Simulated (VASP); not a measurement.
# Ga2BAs3 (P6/mmm) in VASP: a series of runs

Runs on Ga2BAs3. Level: PBE. Tasks: single point, relaxation of cell and atoms.

Everything below comes from runs of VASP 6.6.1. Logs are shortened: lines on timing, memory, paths and dates and some standing lists are left out, and cuts for length are marked.

## 1. The cell of the first run

The structure is hexagonal, space group P6/mmm (No. 191). Conventional cell: a = 5.608 Å, b = 5.608 Å, c = 4.215 Å, α = 90.00°, β = 90.00°, γ = 120.00°. Within 3.5 Å of Ga (site symmetry -6m2) lie 6 As at 2.66 Å and 3 Ga at 3.24 Å and 3 B at 3.24 Å. B (site symmetry 6/mmm) has 6 Ga at 3.24 Å and 12 As at 3.51 Å and 2 B at 4.21 Å within 4.3 Å. Within 3.5 Å of As (site symmetry mmm) lie 4 Ga at 2.66 Å and 4 As at 2.80 Å.

## 2. Single point, PBE

The input, INCAR:

```
SYSTEM = Ga2BAs3
ALGO = Normal ; EDIFF = 1E-7
ENCUT = 520 ; GGA = PE
ISIF = 2 ; ISMEAR = 0
LASPH = .True. ; LCHARG = .False.
LREAL = .False. ; LWAVE = .False.
NBANDS = 31 ; NELM = 60
PREC = Accurate ; SIGMA = 0.1
```

The input, KPOINTS:

```
k-points
0
Gamma
  6 6 4
  0 0 0
```

The input, POSCAR:

```
Ga2BAs3
1.0
    5.6081906100      0.0000000000      0.0000000000
   -2.8040953000      4.8568355300      0.0000000000
    0.0000000000      0.0000000000      4.2145853200
Ga B As
2 1 3
Direct
    0.3333333300      0.6666666700      0.0000000000
    0.6666666700      0.3333333300      0.0000000000
    0.0000000000      0.0000000000      0.0000000000
    0.5000000000      0.0000000000      0.5000000000
    0.0000000000      0.5000000000      0.5000000000
    0.5000000000      0.5000000000      0.5000000000
```

Potentials or basis: VASP PAW PBE potentials, release 64 (Ga_d, B, As).

Run with:

```bash
> cat potpaw_PBE.64/Ga_d/POTCAR potpaw_PBE.64/B/POTCAR potpaw_PBE.64/As/POTCAR > POTCAR
> mpirun -np 1 vasp_std > vasp.out
```

OUTCAR:

```text
SYSTEM = Ga2BAs3
   EDIFF = 1E-7
   ENCUT = 520
   GGA = PE
   ISIF = 2
   ISMEAR = 0
   LASPH = .True.
   LREAL = .False.
   NELM = 60
   PREC = Accurate

 ion  position               nearest neighbor table
   1  0.333  0.667  0.000-   4 2.66   4 2.66   5 2.66   5 2.66   6 2.66   6 2.66
   2  0.667  0.333  0.000-   4 2.66   4 2.66   5 2.66   5 2.66   6 2.66   6 2.66
   3  0.000  0.000  0.000-
   4  0.500  0.000  0.500-   1 2.66   2 2.66   1 2.66   2 2.66   6 2.80   6 2.80   5 2.80   5 2.80

   5  0.000  0.500  0.500-   1 2.66   2 2.66   1 2.66   2 2.66   4 2.80   4 2.80   6 2.80   6 2.80

   6  0.500  0.500  0.500-   1 2.66   2 2.66   1 2.66   2 2.66   4 2.80   4 2.80   5 2.80   5 2.80

  LATTYP: Found a hexagonal cell.
 ALAT       =     5.6081906100
 C/A-ratio  =     0.7515053630

  Lattice vectors:

 A1 = (   5.6081906100,   0.0000000000,   0.0000000000)
 A2 = (  -2.8040953000,   4.8568355300,   0.0000000000)
 A3 = (   0.0000000000,   0.0000000000,   4.2145853200)

Analysis of symmetry for initial positions (statically):
=====================================================================
 Subroutine PRICEL returns:
 Original cell was already a primitive cell.

 Routine SETGRP: Setting up the symmetry group for a
 hexagonal supercell.

 Subroutine GETGRP returns: Found 24 space group operations
 (whereof 24 operations were pure point group operations)
 out of a pool of 24 trial point group operations.

The static configuration has the point symmetry D_6h.

Analysis of symmetry for dynamics (positions and initial velocities):
=====================================================================
 Subroutine PRICEL returns:
 Original cell was already a primitive cell.

 Routine SETGRP: Setting up the symmetry group for a
 hexagonal supercell.

 Subroutine GETGRP returns: Found 24 space group operations
 (whereof 24 operations were pure point group operations)
 out of a pool of 24 trial point group operations.

The dynamic configuration has the point symmetry D_6h.

 Subroutine INISYM returns: Found 24 space group operations
 (whereof 24 operations are pure point group operations),
 and found     1 'primitive' translations

----------------------------------------------------------------------------------------

                                     Primitive cell

  volume of cell :     114.7971

  direct lattice vectors                    reciprocal lattice vectors
     5.608190610  0.000000000  0.000000000     0.178310630  0.102947690  0.000000000
    -2.804095300  4.856835530  0.000000000     0.000000000  0.205895381  0.000000000
     0.000000000  0.000000000  4.214585320     0.000000000  0.000000000  0.237271267

  length of vectors
     5.608190610  5.608190601  4.214585320     0.205895380  0.205895381  0.237271267

  position of ions in fractional coordinates (direct lattice)
     0.333333330  0.666666670  0.000000000
     0.666666670  0.333333330  0.000000000
     0.000000000  0.000000000  0.000000000
     0.500000000  0.000000000  0.500000000
     0.000000000  0.500000000  0.500000000
     0.500000000  0.500000000  0.500000000

  ion indices of the primitive-cell ions
   primitive index   ion index
                 1           1
                 2           2
                 3           3
                 4           4
                 5           5
                 6           6

----------------------------------------------------------------------------------------

 KPOINTS: k-points

Automatic generation of k-mesh.
 Grid dimensions read from file:
 generate k-points for:    6    6    4

 Generating k-lattice:

  Cartesian coordinates                     Fractional coordinates (reciprocal lattice)
     0.029718438  0.017157948  0.000000000     0.166666667  0.000000000  0.000000000
     0.000000000  0.034315897  0.000000000     0.000000000  0.166666667  0.000000000
     0.000000000  0.000000000  0.059317817     0.000000000  0.000000000  0.250000000

  Length of vectors
     0.034315897  0.034315897  0.059317817

  Shift w.r.t. Gamma in fractional coordinates (k-lattice)
     0.000000000  0.000000000  0.000000000

 Subroutine IBZKPT returns following result:
 ===========================================

 Found     21 irreducible k-points:

 Following reciprocal coordinates:
            Coordinates               Weight
  0.000000  0.000000  0.000000      1.000000
  0.166667  0.000000  0.000000      6.000000
  0.333333  0.000000  0.000000      6.000000
  0.500000 -0.000000  0.000000      3.000000
  0.166667  0.166667  0.000000      6.000000
  0.333333  0.166667  0.000000     12.000000
[... 13 lines left out ...]
  0.333333  0.166667  0.500000     12.000000
  0.333333  0.333333  0.500000      2.000000
   k-points           NKPTS =     21   k-points in BZ     NKDIM =     21   number of bands    NBANDS=     31
   number of dos      NEDOS =    301   number of ions     NIONS =      6
   total plane-waves  NPLWV =  56448
   dimension x,y,z NGX =    42 NGY =   42 NGZ =   32
   dimension x,y,z NGXF=    84 NGYF=   84 NGZF=   64
   ions per type =               2   1   3
   NGX,Y,Z   is equivalent  to a cutoff of  12.45, 12.45, 12.62 a.u.
   NGXF,Y,Z  is equivalent  to a cutoff of  24.90, 24.90, 25.25 a.u.
 SYSTEM =  Ga2BAs3
   PREC   = accura    normal or accurate (medium, high low for compatibility)
   ISTART =      0    job   : 0-new  1-cont  2-samecut
   ICHARG =      2    charge: 1-file 2-atom 10-const
   ISPIN  =      1    spin polarized calculation?
   LNONCOLLINEAR =      F non collinear calculations
   LSORBIT =      F    spin-orbit coupling
   LASPH  =      T    aspherical Exc in radial PAW
   ENCUT  =  520.0 eV  38.22 Ry    6.18 a.u.  10.43 10.43  7.84*2*pi/ulx,y,z
   NELM   =     60;   NELMIN=  2; NELMDL= -5     # of ELM steps
   EDIFF  = 0.1E-06   stopping-criterion for ELM
   LREAL  =      F    real-space projection
   EDIFFG = 0.1E-05   stopping-criterion for IOM
   NSW    =      0    number of steps for IOM
   IBRION =     -1    ionic relax: 0-MD 1-quasi-New 2-CG
   NFREE  =      0    steps in history (QN), initial steepest desc. (CG)
   ISIF   =      2    stress and relaxation
   ISYM   =      2    0-nonsym 1-usesym 2-fastsym
   POTIM  = 0.5000    time-step for ionic-motion
   TEBEG  =    0.0;   TEEND  =   0.0 temperature during run
   PSTRESS=    0.0 pullay stress
   NELECT =      44.0000    total number of electrons
   NUPDOWN=      -1.0000    fix difference up-down
   EMIN   =  10.00;   EMAX   =-10.00  energy-range for DOS
   EFERMI =   0.00;   METHOD = LEGACY
   ISMEAR =     0;   SIGMA  =   0.10  broadening in eV -4-tet -1-fermi 0-gaus
   EFERMI_NEDOS =   21; number of points for ismear=-14 and -15
   IALGO  =     38    algorithm
   IMIX   =      4    mixing-type and parameters
     AMIX     =   0.40;   BMIX     =  1.00
     AMIX_MAG =   1.60;   BMIX_MAG =  1.00
  volume/ion in A,a.u.               =      19.13       129.11
  Fermi-wavevector in a.u.,A,eV,Ry     =   1.189183  2.247230 19.240766  1.414156
  Thomas-Fermi vector in A             =   2.325296
   LORBIT       =      0    0 simple, 1 ext, 2 COOP (PROOUT), +10 PAW based schemes
   GGA     = PE    functional components
   LHFCALC =     F    Hartree Fock is set to
   AEXX    =    0.0000 exact exchange contribution
   IVDW    =     0    specifies the selected vdW correction
   LEPSILON=     F    determine dielectric tensor
   LRPA    =     F    only Hartree local field effects (RPA)
 non-spin polarized calculation
 Gauss-broadening in eV      SIGMA  =   0.10
  energy-cutoff  :      520.00
  volume of cell :      114.80
 maximum number of plane-waves:      3110
 NGX is ok and might be reduce to    42
   NGX = 21   NGY = 21   NGZ = 15

 number of electron      43.9999953 magnetization

 Free energy of the ion-electron system (eV)
  ---------------------------------------------------
  ext. energy  EPLUGINS =         0.00000000
  ---------------------------------------------------
  free energy    TOTEN  =       -20.25772194 eV

  energy without entropy =      -20.24315878  energy(sigma->0) =      -20.25044036

 E-fermi :   5.2369     XC(G=0): -10.2777

 val. band max:        5.2225930493   @ k =   0.0000   0.0000   0.2500
 cond. band min:       5.2611009523   @ k =   0.3333   0.0000   0.0000
 fundamental gap:      0.0385079031
 Fermi energy:         5.2369101851

 k-point     1 :       0.0000    0.0000    0.0000
  band No.  band energies     occupation
      1     -10.2381      2.00000
      2      -9.9914      2.00000
      3      -9.9914      2.00000
      4      -9.9885      2.00000
      5      -9.9461      2.00000
      6      -9.9461      2.00000
[... 23 lines left out ...]
     30       9.1269      0.00000
     31       9.1269      0.00000

 k-point     2 :       0.1667    0.0000    0.0000
  band No.  band energies     occupation
      1     -10.2094      2.00000
      2      -9.9962      2.00000
      3      -9.9923      2.00000
      4      -9.9883      2.00000
      5      -9.9534      2.00000
      6      -9.9494      2.00000
[... 23 lines left out ...]
     30       8.2922      0.00000
     31       9.0975      0.00000

 k-point     3 :       0.3333    0.0000    0.0000
  band No.  band energies     occupation
      1     -10.1489      2.00000
      2     -10.0183      2.00000
      3      -9.9942      2.00000
      4      -9.9806      2.00000
      5      -9.9640      2.00000
      6      -9.9559      2.00000
[... 23 lines left out ...]
     30       9.1880      0.00000
     31       9.4075      0.00000

 k-point     4 :       0.5000   -0.0000    0.0000
  band No.  band energies     occupation
      1     -10.1109      2.00000
      2     -10.0387      2.00000
      3      -9.9951      2.00000
      4      -9.9751      2.00000
      5      -9.9683      2.00000
      6      -9.9590      2.00000
[... 533 lines left out ...]
     30      10.5712      0.00000
     31      11.2689      0.00000

 k-point    20 :       0.3333    0.1667    0.5000
  band No.  band energies     occupation
      1     -10.0690      2.00000
      2     -10.0409      2.00000
      3     -10.0018      2.00000
      4      -9.9682      2.00000
      5      -9.9564      2.00000
      6      -9.9530      2.00000
[... 23 lines left out ...]
     30      10.9052      0.00000
     31      11.7588      0.00000

 k-point    21 :       0.3333    0.3333    0.5000
  band No.  band energies     occupation
      1     -10.0724      2.00000
      2     -10.0229      2.00000
      3     -10.0229      2.00000
      4      -9.9729      2.00000
      5      -9.9537      2.00000
      6      -9.9537      2.00000
[... 23 lines left out ...]
     30      11.2858      0.00000
     31      11.6736      0.00000

------------------------ aborting loop because EDIFF is reached ----------------------------------------

  FORCE on cell =-STRESS in cart. coord.  units (eV):
  Direction    XX          YY          ZZ          XY          YZ          ZX
  --------------------------------------------------------------------------------------
  -------------------------------------------------------------------------------------
  Total        3.6789473      3.6789473      7.6368360      0.0000000      0.0000000      0.0000000
  in kB       51.3455885     51.3455883    106.5842503      0.0000001      0.0000000      0.0000000
  external PRESSURE =      69.7584757 kB  Pullay stress =       0.0000000 kB

 VOLUME and BASIS-vectors are now :
 -----------------------------------------------------------------------------
  energy-cutoff  :      520.00
  volume of cell :      114.80
      direct lattice vectors                 reciprocal lattice vectors
     5.608190610  0.000000000  0.000000000     0.178310630  0.102947690  0.000000000
    -2.804095300  4.856835530  0.000000000     0.000000000  0.205895381  0.000000000
     0.000000000  0.000000000  4.214585320     0.000000000  0.000000000  0.237271267

 POSITION                                       TOTAL-FORCE (eV/Angst)
 -----------------------------------------------------------------------------------
     -0.00000      3.23789      0.00000        -0.000000     -0.000000      0.000000
      2.80410      1.61895      0.00000         0.000000      0.000000      0.000000
      0.00000      0.00000      0.00000        -0.000000      0.000000      0.000000
      2.80410      0.00000      2.10729        -0.000000      0.000000      0.000000
     -1.40205      2.42842      2.10729        -0.000000      0.000000      0.000000
      1.40205      2.42842      2.10729        -0.000000      0.000000      0.000000
 -----------------------------------------------------------------------------------
    total drift:                                0.000000     -0.000000      0.000000

  FREE ENERGIE OF THE ION-ELECTRON SYSTEM (eV)
  ---------------------------------------------------
  free  energy   TOTEN  =       -20.2577219402 eV

  energy  without entropy=      -20.2431587773  energy(sigma->0) =      -20.25044036
```

Wall time 36 s (1 thread of AMD EPYC 9R45 (Zen 5), shared host); peak memory 0.23 GiB.

Results:

```yaml
Free_energy: -20.2577 eV
Pressure: 7.0 GPa
Band_gap_on_the_k_mesh: zero (band 22 reaches 5.73 eV, above the bottom of band 23 at 4.09 eV)
```

Stress tensor (GPa, compression positive):
```
 5.13  0.00  0.00
 0.00  5.13  0.00
 0.00  0.00 10.66
```

Caveat: the k points lie up to 0.37 Å⁻¹ apart.

(Part 1 of 2 ends here.)
